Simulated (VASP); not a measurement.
# Au (Fm-3m) in VASP: further runs, part 2 of 2

VASP 6.6.1.

**4. Single point, r2SCAN**

This run uses another cell than the first one, of 16.85 Å³/atom, 1.042 times its volume.

Contents of POSCAR:

```
Au
1.0
    0.0000000000      2.0350000000      2.0350000000
    2.0350000000      0.0000000000      2.0350000000
    2.0350000000      2.0350000000      0.0000000000
Au
1
Direct
    0.0000000000      0.0000000000      0.0000000000
```

Contents of INCAR.step1:

```
SYSTEM = Au
ALGO = Normal
EDIFF = 1E-4
ENCUT = 520
GGA = PE
ISMEAR = -1
LASPH = .TRUE.
LCHARG = .FALSE.
LREAL = .FALSE.
LWAVE = .TRUE.
NBANDS = 12
NELM = 80
PREC = Accurate
SIGMA = 0.05
```

Contents of INCAR.step2:

```
SYSTEM = Au
ALGO = Normal
EDIFF = 1E-6
ENCUT = 520
ISIF = 2
ISMEAR = -1
ISTART = 1
LASPH = .TRUE.
LCHARG = .FALSE.
LMIXTAU = .TRUE.
LREAL = .FALSE.
LWAVE = .FALSE.
METAGGA = R2SCAN
NBANDS = 12
NELM = 80
PREC = Accurate
SIGMA = 0.05
```

Contents of KPOINTS:

```
k-points
0
G
  11 11 11
  0 0 0
```

Potentials or basis: VASP PAW PBE potentials, release 64 (Au).

Launch:

```
cat potpaw_PBE.64/Au/POTCAR > POTCAR
cp INCAR.step1 INCAR
mpirun -np 1 vasp_std > vasp.out
cp INCAR.step2 INCAR
mpirun -np 1 vasp_std > vasp.out
```

OUTCAR:

```text
SYSTEM = Au
   EDIFF = 1E-6
   ENCUT = 520
   ISIF = 2
   ISMEAR = -1
   ISTART = 1
   LASPH = .TRUE.
   LREAL = .FALSE.
   METAGGA = R2SCAN
   NELM = 80
   PREC = Accurate

 ion  position               nearest neighbor table
   1  0.000  0.000  0.000-

  LATTYP: Found a face centered cubic cell.
 ALAT       =     4.0700000000

  Lattice vectors:

 A1 = (   0.0000000000,   2.0350000000,   2.0350000000)
 A2 = (   2.0350000000,   0.0000000000,   2.0350000000)
 A3 = (   2.0350000000,   2.0350000000,   0.0000000000)

Analysis of symmetry for initial positions (statically):
=====================================================================
 Subroutine PRICEL returns:
 Original cell was already a primitive cell.

 Routine SETGRP: Setting up the symmetry group for a
 face centered cubic supercell.

 Subroutine GETGRP returns: Found 48 space group operations
[... 9 lines left out ...]

 Routine SETGRP: Setting up the symmetry group for a
 face centered cubic supercell.

 Subroutine GETGRP returns: Found 48 space group operations
[... 11 lines left out ...]
                                     Primitive cell

  volume of cell :      16.8548

  direct lattice vectors                    reciprocal lattice vectors
     0.000000000  2.035000000  2.035000000    -0.245700246  0.245700246  0.245700246
     2.035000000  0.000000000  2.035000000     0.245700246 -0.245700246  0.245700246
     2.035000000  2.035000000  0.000000000     0.245700246  0.245700246 -0.245700246

  length of vectors
     2.877924599  2.877924599  2.877924599     0.425565309  0.425565309  0.425565309

  position of ions in fractional coordinates (direct lattice)
     0.000000000  0.000000000  0.000000000

  ion indices of the primitive-cell ions
   primitive index   ion index
                 1           1

----------------------------------------------------------------------------------------

 KPOINTS: k-points

Automatic generation of k-mesh.
 Grid dimensions read from file:
 generate k-points for:   11   11   11
[... 89 lines left out ...]
   METAGGA = R2SCAN    functional components
   LHFCALC =     F    Hartree Fock is set to
   AEXX    =    0.0000 exact exchange contribution
   IVDW    =     0    specifies the selected vdW correction
   LEPSILON=     F    determine dielectric tensor
   LRPA    =     F    only Hartree local field effects (RPA)
 non-spin polarized calculation
  energy-cutoff  :      520.00
  volume of cell :       16.85
 maximum number of plane-waves:       465
 NGX is ok and might be reduce to    24
   NGX = 11   NGY = 11   NGZ = 11

 number of electron      10.9999999 magnetization

 Free energy of the ion-electron system (eV)
  ---------------------------------------------------
  ext. energy  EPLUGINS =         0.00000000
  ---------------------------------------------------
  free energy    TOTEN  =       -50.58984368 eV

  energy without entropy =      -50.58910388  energy(sigma->0) =      -50.58947378

 E-fermi :   9.6024     XC(G=0): -13.7082

 val. band max:        9.4213590096   @ k =   0.4545   0.3636   0.0000
 cond. band min:       9.7431145106   @ k =  -0.4545   0.0909   0.0000
 fundamental gap:      0.3217555010
 Fermi energy:         9.6023935961

 k-point     1 :       0.0000    0.0000    0.0000
  band No.  band energies     occupation
      1      -0.7074      2.00000
      2       4.5007      2.00000
      3       4.5007      2.00000
      4       4.5007      2.00000
      5       6.0639      2.00000
      6       6.0639      2.00000
      7      24.8093      0.00000
      8      28.9828      0.00000
      9      28.9828      0.00000
     10      28.9828      0.00000
     11      34.3125      0.00000
     12      38.8812      0.00000
[... 331 lines left out ...]
 k-point    24 :      -0.1818    0.1818    0.0000
  band No.  band energies     occupation
      1       1.9563      2.00000
      2       3.8756      2.00000
      3       4.7199      2.00000
      4       5.4155      2.00000
      5       5.4379      2.00000
      6       7.3613      2.00000
      7      21.5410      0.00000
      8      23.5132      0.00000
      9      28.1626      0.00000
     10      29.6954      0.00000
     11      32.4218      0.00000
     12      35.2324      0.00000

 [... further k-points ...]

------------------------ aborting loop because EDIFF is reached ----------------------------------------

  FORCE on cell =-STRESS in cart. coord.  units (eV):
  Direction    XX          YY          ZZ          XY          YZ          ZX
  --------------------------------------------------------------------------------------
  -------------------------------------------------------------------------------------
  Total        0.7570190      0.7570190      0.7570190     -0.0000000     -0.0000000      0.0000000
  in kB       71.9604900     71.9604900     71.9604900     -0.0000000     -0.0000000      0.0000000
  external PRESSURE =      71.9604900 kB  Pullay stress =       0.0000000 kB

 VOLUME and BASIS-vectors are now :
 -----------------------------------------------------------------------------
  energy-cutoff  :      520.00
  volume of cell :       16.85
      direct lattice vectors                 reciprocal lattice vectors
     0.000000000  2.035000000  2.035000000    -0.245700246  0.245700246  0.245700246
     2.035000000  0.000000000  2.035000000     0.245700246 -0.245700246  0.245700246
     2.035000000  2.035000000  0.000000000     0.245700246  0.245700246 -0.245700246

 POSITION                                       TOTAL-FORCE (eV/Angst)
 -----------------------------------------------------------------------------------
      0.00000      0.00000      0.00000         0.000000     -0.000000      0.000000
 -----------------------------------------------------------------------------------
    total drift:                               -0.000000     -0.000000     -0.000000

  FREE ENERGIE OF THE ION-ELECTRON SYSTEM (eV)
  ---------------------------------------------------
  free  energy   TOTEN  =       -50.5898436753 eV

  energy  without entropy=      -50.5891038837  energy(sigma->0) =      -50.58947378
```

OUTCAR.step1:

```text
SYSTEM = Au
   EDIFF = 1E-4
   ENCUT = 520
   GGA = PE
   ISMEAR = -1
   LASPH = .TRUE.
   LREAL = .FALSE.
[... 576 lines left out ...]
 -----------------------------------------------------------------------------------
      0.00000      0.00000      0.00000         0.000000      0.000000      0.000000
 -----------------------------------------------------------------------------------
    total drift:                               -0.000000     -0.000000     -0.000000

  FREE ENERGIE OF THE ION-ELECTRON SYSTEM (eV)
  ---------------------------------------------------
  free  energy   TOTEN  =        -3.1959789768 eV

  energy  without entropy=       -3.1946511085  energy(sigma->0) =       -3.19531504
```

OSZICAR.step1:

```text
N       E                     dE             d eps       ncg     rms          rms(c)
DAV:   1     0.517975460021E+02    0.51798E+02   -0.55392E+03  1384   0.821E+02
DAV:   2    -0.266147952326E+01   -0.54459E+02   -0.50757E+02  1600   0.188E+02
DAV:   3    -0.345949770143E+01   -0.79802E+00   -0.79734E+00  1624   0.223E+01
DAV:   4    -0.346214443368E+01   -0.26467E-02   -0.26466E-02  1616   0.149E+00
DAV:   5    -0.346216360942E+01   -0.19176E-04   -0.19177E-04  1668   0.120E-01    0.970E+00
DAV:   6    -0.321780277907E+01    0.24436E+00   -0.63742E-01  1436   0.651E+00    0.612E+00
DAV:   7    -0.319823866178E+01    0.19564E-01   -0.66654E-02  1580   0.212E+00    0.280E+00
DAV:   8    -0.319598886907E+01    0.22498E-02   -0.16598E-03  1476   0.349E-01    0.243E-01
DAV:   9    -0.319597897681E+01    0.98923E-05   -0.93885E-06   960   0.276E-02
   1 F= -.31959790E+01 E0= -.31953150E+01  d E =-.132787E-02
```

Wall time 32 s (1 thread of AMD EPYC 9R45 (Zen 5), shared host); peak memory 0.12 GiB.

Results:

```yaml
Free_energy: -50.5898 eV
Pressure: 7.2 GPa
```

Levels at points of the mesh, in eV from the Fermi level:
| k point | band 3 | band 4 | band 5 | band 6 | band 7 | band 8 | band 9 | band 10 |
| --- | --- | --- | --- | --- | --- | --- | --- | --- |
| (0.00, 0.00, 0.00) | -5.10 | -5.10 | -3.54 | -3.54 | 15.21 | 19.38 | 19.38 | 19.38 |

Caveat: the PAW data sets were made with another functional, which shifts forces and pressure a little; spin-orbit coupling is left out, which moves the levels of the heavy elements.

**5. Single point, r2SCAN**

This run uses another cell than the first one, of 17.19 Å³/atom, 1.063 times its volume.

Contents of POSCAR:

```
Au
1.0
    0.0000000000      2.0484772140      2.0484772140
    2.0484772140      0.0000000000      2.0484772140
    2.0484772140      2.0484772140      0.0000000000
Au
1
Direct
    0.0000000000      0.0000000000      0.0000000000
```

Contents of INCAR.step1:

```
SYSTEM = Au
PREC     = Accurate       ! precision mode
ENCUT    = 520            ! plane-wave cutoff, eV
ISMEAR   = -1             ! smearing method
SIGMA    = 0.05           ! smearing width, eV
LREAL    = .FALSE.        ! projectors in reciprocal space
LASPH    = .TRUE.         ! aspherical terms in the spheres
NELM     = 100            ! most SCF steps
NBANDS   = 12             ! bands
GGA      = PE             ! functional
ALGO     = Normal         ! electronic algorithm
EDIFF    = 1E-4           ! SCF threshold, eV
LWAVE    = .TRUE.         ! write WAVECAR
LCHARG   = .FALSE.        ! write CHGCAR
```

Contents of INCAR.step2:

```
SYSTEM = Au
PREC     = Accurate       ! precision mode
ENCUT    = 520            ! plane-wave cutoff, eV
EDIFF    = 1E-6           ! SCF threshold, eV
ISMEAR   = -1             ! smearing method
SIGMA    = 0.05           ! smearing width, eV
LREAL    = .FALSE.        ! projectors in reciprocal space
LASPH    = .TRUE.         ! aspherical terms in the spheres
NELM     = 100            ! most SCF steps
ALGO     = Normal         ! electronic algorithm
ISIF     = 2              ! what is computed and relaxed
LWAVE    = .FALSE.        ! write WAVECAR
LCHARG   = .FALSE.        ! write CHGCAR
METAGGA  = R2SCAN         ! meta-GGA
LMIXTAU  = .TRUE.       
NBANDS   = 12             ! bands
ISTART   = 1
```

Contents of KPOINTS:

```
regular mesh
0
G
  11 11 11
  0 0 0
```

Potentials or basis: VASP PAW PBE potentials, release 64 (Au).

Launch:

```
cat potpaw_PBE.64/Au/POTCAR > POTCAR
cp INCAR.step1 INCAR
mpirun -np 1 vasp_std > vasp.out
cp INCAR.step2 INCAR
mpirun -np 1 vasp_std > vasp.out
```

OUTCAR:

```text
SYSTEM = Au
   PREC = Accurate
   ENCUT = 520
   EDIFF = 1E-6
   ISMEAR = -1
   LREAL = .FALSE.
   LASPH = .TRUE.
   NELM = 100
   ISIF = 2
   METAGGA = R2SCAN
   ISTART = 1

 ion  position               nearest neighbor table
   1  0.000  0.000  0.000-

  LATTYP: Found a face centered cubic cell.
 ALAT       =     4.0969544280

  Lattice vectors:

 A1 = (   0.0000000000,   2.0484772140,   2.0484772140)
 A2 = (   2.0484772140,   0.0000000000,   2.0484772140)
 A3 = (   2.0484772140,   2.0484772140,   0.0000000000)

Analysis of symmetry for initial positions (statically):
=====================================================================
 Subroutine PRICEL returns:
 Original cell was already a primitive cell.

 Routine SETGRP: Setting up the symmetry group for a
 face centered cubic supercell.

 Subroutine GETGRP returns: Found 48 space group operations
[... 9 lines left out ...]

 Routine SETGRP: Setting up the symmetry group for a
 face centered cubic supercell.

 Subroutine GETGRP returns: Found 48 space group operations
[... 11 lines left out ...]
                                     Primitive cell

  volume of cell :      17.1919
[... 143 lines left out ...]
  band No.  band energies     occupation
      1      -0.8176      2.00000
      2       4.2806      2.00000
      3       4.2806      2.00000
      4       4.2806      2.00000
      5       5.7891      2.00000
      6       5.7891      2.00000
      7      24.5064      0.00000
      8      28.5555      0.00000
      9      28.5555      0.00000
     10      28.5555      0.00000
     11      33.8121      0.00000
     12      38.1641      0.00000
[... 331 lines left out ...]
 k-point    24 :      -0.1818    0.1818    0.0000
  band No.  band energies     occupation
      1       1.8017      2.00000
      2       3.6805      2.00000
      3       4.4971      2.00000
      4       5.1661      2.00000
      5       5.1885      2.00000
      6       7.0483      2.00000
      7      21.0736      0.00000
      8      23.0038      0.00000
      9      27.7372      0.00000
     10      29.2881      0.00000
     11      31.8112      0.00000
     12      34.6006      0.00000

 [... further k-points ...]

------------------------ aborting loop because EDIFF is reached ----------------------------------------

  FORCE on cell =-STRESS in cart. coord.  units (eV):
  Direction    XX          YY          ZZ          XY          YZ          ZX
  --------------------------------------------------------------------------------------
  -------------------------------------------------------------------------------------
  Total        0.3743124      0.3743124      0.3743124      0.0000000     -0.0000000      0.0000000
  in kB       34.8836111     34.8836111     34.8836111      0.0000000     -0.0000000      0.0000000
  external PRESSURE =      34.8836111 kB  Pullay stress =       0.0000000 kB

 VOLUME and BASIS-vectors are now :
 -----------------------------------------------------------------------------
  energy-cutoff  :      520.00
  volume of cell :       17.19
      direct lattice vectors                 reciprocal lattice vectors
     0.000000000  2.048477214  2.048477214    -0.244083750  0.244083750  0.244083750
     2.048477214  0.000000000  2.048477214     0.244083750 -0.244083750  0.244083750
     2.048477214  2.048477214  0.000000000     0.244083750  0.244083750 -0.244083750

 POSITION                                       TOTAL-FORCE (eV/Angst)
 -----------------------------------------------------------------------------------
      0.00000      0.00000      0.00000         0.000000      0.000000      0.000000
 -----------------------------------------------------------------------------------
    total drift:                               -0.000000     -0.000000     -0.000000

  FREE ENERGIE OF THE ION-ELECTRON SYSTEM (eV)
  ---------------------------------------------------
  free  energy   TOTEN  =       -50.6011805898 eV

  energy  without entropy=      -50.6005522255  energy(sigma->0) =      -50.60086641
```

Run time: 37 s. Hardware: 1 thread of AMD EPYC 9R45 (Zen 5), shared host; peak memory 0.12 GiB.

What came out:

```yaml
Free_energy: -50.6012 eV
Pressure: 3.5 GPa
```

Levels at points of the mesh, in eV from the Fermi level:
| k point | band 4 | band 5 | band 6 | band 7 | band 8 | band 9 |
| --- | --- | --- | --- | --- | --- | --- |
| (0.00, 0.00, 0.00) | -5.02 | -3.51 | -3.51 | 15.21 | 19.26 | 19.26 |

Caveat: the PAW data sets were made with another functional, which shifts forces and pressure a little; spin-orbit coupling is left out, which moves the levels of the heavy elements.

**6. Overview**

```csv
cell,gap on the mesh (eV),pressure (GPa)
"a = 2.839 Å, angles 60.0°, 1 atom",none,16.2
"a = 2.859 Å, angles 60.0°, 1 atom",none,11.4
"a = 2.878 Å, angles 60.0°, 1 atom",none,7.2
"a = 2.897 Å, angles 60.0°, 1 atom",none,3.5
```

Alike in all rows: task single point; level r2SCAN; potentials or basis VASP PAW PBE potentials, release 64 (Au); no spin polarisation; k mesh 11 × 11 × 11; cutoff (eV) 520; smearing fermi-dirac 0.05 eV.

Caveats: the PAW data sets were made with another functional, which shifts forces and pressure a little; spin-orbit coupling is left out, which moves the levels of the heavy elements.

Absolute energies hang on the potentials; compare differences alone.
